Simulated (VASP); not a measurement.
# AlN (F-43m) in VASP: notebook

The runs below take AlN through single point, with LDA.

Everything below comes from runs of VASP 6.6.1. Logs are shortened: lines on timing, memory, paths and dates and some standing lists are left out, and cuts for length are marked.

## (1) The cell of the first run

Symmetry: F-43m, No. 216, cubic system. The conventional cell has a = 4.279 Å, b = 4.279 Å, c = 4.279 Å, α = 90.00°, β = 90.00°, γ = 90.00°. Al (site symmetry -43m) has 4 N at 1.85 Å within 2.5 Å. N (site symmetry -43m) has 4 Al at 1.85 Å within 2.5 Å.

## (2) Single point, LDA

INCAR reads:

```
SYSTEM = AlN
PREC = Accurate
ENCUT = 520
EDIFF = 1E-6
ISMEAR = 0
SIGMA = 0.01
LREAL = .FALSE.
LASPH = .TRUE.
NELM = 60
ALGO = Normal
ISIF = 2
LWAVE = .FALSE.
LCHARG = .TRUE.
GGA = CA
LELF = .TRUE.
LVHAR = .TRUE.
NBANDS = 11
```

KPOINTS reads:

```
regular mesh
0
G
  10 10 10
  0 0 0
```

POSCAR reads:

```
AlN
1.0
    0.0000000000      2.1397307109      2.1397307109
    2.1397307109      0.0000000000      2.1397307109
    2.1397307109      2.1397307109      0.0000000000
Al N
1 1
Direct
    0.0000000000      0.0000000000      0.0000000000
    0.2500000000      0.2500000000      0.2500000000
```

Potentials or basis: VASP PAW LDA potentials, release 64 (Al, N).

Started as:

```
$ cat potpaw_LDA.64/Al/POTCAR potpaw_LDA.64/N/POTCAR > POTCAR
$ mpirun -np 1 vasp_std > vasp.out
```

OUTCAR:

```text
SYSTEM = AlN
   PREC = Accurate
   ENCUT = 520
   EDIFF = 1E-6
   ISMEAR = 0
   LREAL = .FALSE.
   LASPH = .TRUE.
   NELM = 60
   ISIF = 2
   GGA = CA

 ion  position               nearest neighbor table
   1  0.000  0.000  0.000-   2 1.85   2 1.85   2 1.85   2 1.85
   2  0.250  0.250  0.250-   1 1.85   1 1.85   1 1.85   1 1.85

  LATTYP: Found a face centered cubic cell.
 ALAT       =     4.2794614218

  Lattice vectors:

 A1 = (   0.0000000000,   2.1397307109,   2.1397307109)
 A2 = (   2.1397307109,   0.0000000000,   2.1397307109)
 A3 = (   2.1397307109,   2.1397307109,   0.0000000000)

Analysis of symmetry for initial positions (statically):
=====================================================================
 Subroutine PRICEL returns:
 Original cell was already a primitive cell.

 Routine SETGRP: Setting up the symmetry group for a
 face centered cubic supercell.

 Subroutine GETGRP returns: Found 24 space group operations
 (whereof 24 operations were pure point group operations)
 out of a pool of 48 trial point group operations.

The static configuration has the point symmetry T_d .

Analysis of symmetry for dynamics (positions and initial velocities):
=====================================================================
 Subroutine PRICEL returns:
 Original cell was already a primitive cell.

 Routine SETGRP: Setting up the symmetry group for a
 face centered cubic supercell.

 Subroutine GETGRP returns: Found 24 space group operations
 (whereof 24 operations were pure point group operations)
 out of a pool of 48 trial point group operations.

The dynamic configuration has the point symmetry T_d .

 Subroutine INISYM returns: Found 24 space group operations
 (whereof 24 operations are pure point group operations),
 and found     1 'primitive' translations

----------------------------------------------------------------------------------------

                                     Primitive cell

  volume of cell :      19.5933

  direct lattice vectors                    reciprocal lattice vectors
     0.000000000  2.139730711  2.139730711    -0.233674264  0.233674264  0.233674264
     2.139730711  0.000000000  2.139730711     0.233674264 -0.233674264  0.233674264
     2.139730711  2.139730711  0.000000000     0.233674264  0.233674264 -0.233674264

  length of vectors
     3.026036191  3.026036191  3.026036191     0.404735698  0.404735698  0.404735698

  position of ions in fractional coordinates (direct lattice)
     0.000000000  0.000000000  0.000000000
     0.250000000  0.250000000  0.250000000

  ion indices of the primitive-cell ions
   primitive index   ion index
                 1           1
                 2           2

----------------------------------------------------------------------------------------

 KPOINTS: regular mesh

Automatic generation of k-mesh.
 Grid dimensions read from file:
 generate k-points for:   10   10   10

 Generating k-lattice:

  Cartesian coordinates                     Fractional coordinates (reciprocal lattice)
    -0.023367426  0.023367426  0.023367426     0.100000000  0.000000000  0.000000000
     0.023367426 -0.023367426  0.023367426     0.000000000  0.100000000  0.000000000
     0.023367426  0.023367426 -0.023367426     0.000000000  0.000000000  0.100000000

  Length of vectors
     0.040473570  0.040473570  0.040473570

  Shift w.r.t. Gamma in fractional coordinates (k-lattice)
     0.000000000  0.000000000  0.000000000

 Subroutine IBZKPT returns following result:
 ===========================================

 Found     47 irreducible k-points:

 Following reciprocal coordinates:
            Coordinates               Weight
  0.000000  0.000000  0.000000      1.000000
  0.100000  0.000000  0.000000      8.000000
  0.200000  0.000000  0.000000      8.000000
  0.300000  0.000000  0.000000      8.000000
  0.400000  0.000000  0.000000      8.000000
  0.500000  0.000000  0.000000      4.000000
[... 16 lines left out ...]
  0.300000  0.300000  0.000000      6.000000
  0.400000  0.300000  0.000000     24.000000
 [... further k-points ...]
   k-points           NKPTS =     47   k-points in BZ     NKDIM =     47   number of bands    NBANDS=     11
   number of dos      NEDOS =    301   number of ions     NIONS =      2
   total plane-waves  NPLWV =  13824
   dimension x,y,z NGX =    24 NGY =   24 NGZ =   24
   dimension x,y,z NGXF=    48 NGYF=   48 NGZF=   48
   ions per type =               1   1
   NGX,Y,Z   is equivalent  to a cutoff of  13.19, 13.19, 13.19 a.u.
   NGXF,Y,Z  is equivalent  to a cutoff of  26.37, 26.37, 26.37 a.u.
 SYSTEM =  AlN
   PREC   = accura    normal or accurate (medium, high low for compatibility)
   ISTART =      0    job   : 0-new  1-cont  2-samecut
   ICHARG =      2    charge: 1-file 2-atom 10-const
   ISPIN  =      1    spin polarized calculation?
   LNONCOLLINEAR =      F non collinear calculations
   LSORBIT =      F    spin-orbit coupling
   LASPH  =      T    aspherical Exc in radial PAW
   ENCUT  =  520.0 eV  38.22 Ry    6.18 a.u.   5.63  5.63  5.63*2*pi/ulx,y,z
   NELM   =     60;   NELMIN=  2; NELMDL= -5     # of ELM steps
   EDIFF  = 0.1E-05   stopping-criterion for ELM
   LREAL  =      F    real-space projection
   EDIFFG = 0.1E-04   stopping-criterion for IOM
   NSW    =      0    number of steps for IOM
   IBRION =     -1    ionic relax: 0-MD 1-quasi-New 2-CG
   NFREE  =      0    steps in history (QN), initial steepest desc. (CG)
   ISIF   =      2    stress and relaxation
   ISYM   =      2    0-nonsym 1-usesym 2-fastsym
   POTIM  = 0.5000    time-step for ionic-motion
   TEBEG  =    0.0;   TEEND  =   0.0 temperature during run
   PSTRESS=    0.0 pullay stress
   NELECT =       8.0000    total number of electrons
   NUPDOWN=      -1.0000    fix difference up-down
   EMIN   =  10.00;   EMAX   =-10.00  energy-range for DOS
   EFERMI =   0.00;   METHOD = LEGACY
   ISMEAR =     0;   SIGMA  =   0.01  broadening in eV -4-tet -1-fermi 0-gaus
   EFERMI_NEDOS =   21; number of points for ismear=-14 and -15
   IALGO  =     38    algorithm
   IMIX   =      4    mixing-type and parameters
     AMIX     =   0.40;   BMIX     =  1.00
     AMIX_MAG =   1.60;   BMIX_MAG =  1.00
  volume/ion in A,a.u.               =       9.80        66.11
  Fermi-wavevector in a.u.,A,eV,Ry     =   1.214514  2.295098 20.069182  1.475043
  Thomas-Fermi vector in A             =   2.349931
   LORBIT       =      0    0 simple, 1 ext, 2 COOP (PROOUT), +10 PAW based schemes
   GGA     = CA    functional components
   LHFCALC =     F    Hartree Fock is set to
   AEXX    =    0.0000 exact exchange contribution
   IVDW    =     0    specifies the selected vdW correction
   LEPSILON=     F    determine dielectric tensor
   LRPA    =     F    only Hartree local field effects (RPA)
 non-spin polarized calculation
 Gauss-broadening in eV      SIGMA  =   0.01
  energy-cutoff  :      520.00
  volume of cell :       19.59
 maximum number of plane-waves:       544
   NGX = 11   NGY = 11   NGZ = 11

 number of electron       7.9999999 magnetization

 Free energy of the ion-electron system (eV)
  ---------------------------------------------------
  ext. energy  EPLUGINS =         0.00000000
  ---------------------------------------------------
  free energy    TOTEN  =       -16.34461111 eV

  energy without entropy =      -16.34461111  energy(sigma->0) =      -16.34461111

 E-fermi :   6.4174     XC(G=0): -11.5366

 val. band max:        6.3041531999   @ k =   0.0000   0.0000   0.0000
 cond. band min:       9.5517547721   @ k =   0.5000   0.5000   0.0000
 fundamental gap:      3.2476015723
 Fermi energy:         6.4173535265

 k-point     1 :       0.0000    0.0000    0.0000
  band No.  band energies     occupation
      1      -8.8861      2.00000
      2       6.3042      2.00000
      3       6.3042      2.00000
      4       6.3042      2.00000
      5      11.0978      0.00000
      6      19.2510      0.00000
      7      19.2510      0.00000
      8      19.2510      0.00000
      9      24.3187      0.00000
     10      24.3187      0.00000
     11      25.8276      0.00000

 k-point     2 :       0.1000    0.0000    0.0000
  band No.  band energies     occupation
      1      -8.7258      2.00000
      2       5.4962      2.00000
      3       6.2513      2.00000
      4       6.2513      2.00000
      5      11.7248      0.00000
      6      18.8667      0.00000
      7      19.3911      0.00000
      8      19.3911      0.00000
      9      23.0191      0.00000
     10      23.0191      0.00000
     11      25.0083      0.00000

 k-point     3 :       0.2000    0.0000    0.0000
  band No.  band energies     occupation
      1      -8.2668      2.00000
      2       3.8384      2.00000
      3       6.1197      2.00000
      4       6.1197      2.00000
      5      12.8106      0.00000
      6      18.0668      0.00000
      7      19.2762      0.00000
      8      19.2762      0.00000
      9      22.5046      0.00000
     10      22.5046      0.00000
     11      24.1624      0.00000

 k-point     4 :       0.3000    0.0000    0.0000
  band No.  band energies     occupation
      1      -7.5911      2.00000
      2       2.0928      2.00000
      3       5.9688      2.00000
      4       5.9688      2.00000
      5      13.6130      0.00000
      6      17.2908      0.00000
      7      18.5282      0.00000
      8      18.5282      0.00000
      9      23.6616      0.00000
     10      23.6616      0.00000
     11      24.0433      0.00000

 k-point     5 :       0.4000    0.0000    0.0000
  band No.  band energies     occupation
      1      -6.8983      2.00000
      2       0.6968      2.00000
      3       5.8552      2.00000
      4       5.8552      2.00000
      5      14.0164      0.00000
      6      16.7162      0.00000
      7      17.8840      0.00000
      8      17.8840      0.00000
      9      24.5313      0.00000
     10      25.5824      0.00000
     11      25.5824      0.00000
[... 211 lines left out ...]
 k-point    21 :      -0.3000    0.2000    0.0000
  band No.  band energies     occupation
      1      -6.7284      2.00000
      2       1.4988      2.00000
      3       4.0006      2.00000
      4       5.7722      2.00000
      5      14.3667      0.00000
      6      15.8041      0.00000
      7      18.5590      0.00000
      8      18.8608      0.00000
      9      23.1002      0.00000
     10      25.5840      0.00000
     11      28.2332      0.00000

 k-point    22 :      -0.2000    0.2000    0.0000
  band No.  band energies     occupation
      1      -7.3693      2.00000
      2       2.4286      2.00000
      3       4.5228      2.00000
      4       6.0502      2.00000
      5      14.2723      0.00000
      6      16.5755      0.00000
      7      18.1161      0.00000
      8      19.0615      0.00000
      9      21.6187      0.00000
     10      25.2602      0.00000
     11      28.2094      0.00000

 k-point    23 :       0.3000    0.3000    0.0000
  band No.  band energies     occupation
      1      -7.1731      2.00000
      2       2.7083      2.00000
      3       5.0045      2.00000
      4       5.0045      2.00000
      5      11.7421      0.00000
      6      16.2149      0.00000
      7      18.7446      0.00000
      8      21.2842      0.00000
      9      21.2842      0.00000
     10      27.1159      0.00000
     11      30.9819      0.00000

 k-point    24 :       0.4000    0.3000    0.0000
  band No.  band energies     occupation
      1      -6.6449      2.00000
      2       2.0114      2.00000
      3       4.5158      2.00000
      4       4.8346      2.00000
      5      11.2588      0.00000
      6      16.0432      0.00000
      7      19.1641      0.00000
      8      21.3487      0.00000
      9      21.9014      0.00000
     10      28.1030      0.00000
     11      30.7531      0.00000

 [... further k-points ...]

------------------------ aborting loop because EDIFF is reached ----------------------------------------

  FORCE on cell =-STRESS in cart. coord.  units (eV):
  Direction    XX          YY          ZZ          XY          YZ          ZX
  --------------------------------------------------------------------------------------
  -------------------------------------------------------------------------------------
  Total        1.3217759      1.3217759      1.3217759     -0.0000000      0.0000000      0.0000000
  in kB      108.0839146    108.0839146    108.0839146     -0.0000000      0.0000000      0.0000000
  external PRESSURE =     108.0839146 kB  Pullay stress =       0.0000000 kB

 VOLUME and BASIS-vectors are now :
 -----------------------------------------------------------------------------
  energy-cutoff  :      520.00
  volume of cell :       19.59
      direct lattice vectors                 reciprocal lattice vectors
     0.000000000  2.139730711  2.139730711    -0.233674264  0.233674264  0.233674264
     2.139730711  0.000000000  2.139730711     0.233674264 -0.233674264  0.233674264
     2.139730711  2.139730711  0.000000000     0.233674264  0.233674264 -0.233674264

 POSITION                                       TOTAL-FORCE (eV/Angst)
 -----------------------------------------------------------------------------------
      0.00000      0.00000      0.00000        -0.000000      0.000000      0.000000
      1.06987      1.06987      1.06987         0.000000     -0.000000     -0.000000
 -----------------------------------------------------------------------------------
    total drift:                               -0.000000     -0.000000     -0.000000

  FREE ENERGIE OF THE ION-ELECTRON SYSTEM (eV)
  ---------------------------------------------------
  free  energy   TOTEN  =       -16.3446111114 eV

  energy  without entropy=      -16.3446111114  energy(sigma->0) =      -16.34461111
```

Wall time 28 s (1 thread of AMD EPYC 7R13, shared host); peak memory 0.09 GiB.

Results:

```
Free energy            : -16.3446 eV
Pressure               : 10.8 GPa
Band gap on the k mesh : 3.25 eV, indirect (least direct gap 4.79 eV)
```

A k mesh can miss the band edges. A hybrid or GW would open this gap; LDA tends to underestimate it.

## (3) Single point, LDA

This run uses another cell than the first one, of 9.61 Å³/atom, 0.981 times its volume.

INCAR reads:

```
SYSTEM = AlN
  ALGO = Normal
  EDIFF = 1E-7
  ENCUT = 520
  ISIF = 2
  ISMEAR = 0
  LASPH = .TRUE.
  LCHARG = .FALSE.
  LREAL = .FALSE.
  LWAVE = .FALSE.
  NBANDS = 11
  NELM = 80
  PREC = Accurate
  SIGMA = 0.01
```

KPOINTS reads:

```
k-points
0
G
  10 10 10
  0 0 0
```

POSCAR reads:

```
AlN
1.0
    0.0000000000      2.1258939523      2.1258939523
    2.1258939523      0.0000000000      2.1258939523
    2.1258939523      2.1258939523      0.0000000000
Al N
1 1
Direct
    0.0000000000      0.0000000000      0.0000000000
    0.2500000000      0.2500000000      0.2500000000
```

Potentials or basis: VASP PAW LDA potentials, release 64 (Al, N).

Started as:

```
$ cat potpaw_LDA.64/Al/POTCAR potpaw_LDA.64/N/POTCAR > POTCAR
$ mpirun -np 1 vasp_std > vasp.out
```

Run time: 26 s. Hardware: 1 thread of AMD EPYC 7R13, shared host; peak memory 0.09 GiB.

The run converged. Its results:

* Free energy: -16.3130 eV
* Pressure: 15.9 GPa
* Band gap on the k mesh: 3.25 eV, indirect (least direct gap 4.98 eV)

Levels at points of the mesh, in eV from the valence-band top:
```csv
k point,band 1,band 2,band 3,band 4,band 5,band 6,band 7,band 8,band 9
"(0.00, 0.00, 0.00)",-15.31,0.00,0.00,0.00,4.98,13.15,13.15,13.15,18.17
"(0.50, 0.00, 0.00)",-12.94,-6.26,-0.49,-0.49,8.01,10.32,11.47,11.47,18.85
"(0.50, 0.50, 0.00)",-12.20,-5.21,-1.88,-1.88,3.25,8.90,14.89,16.50,16.50
```
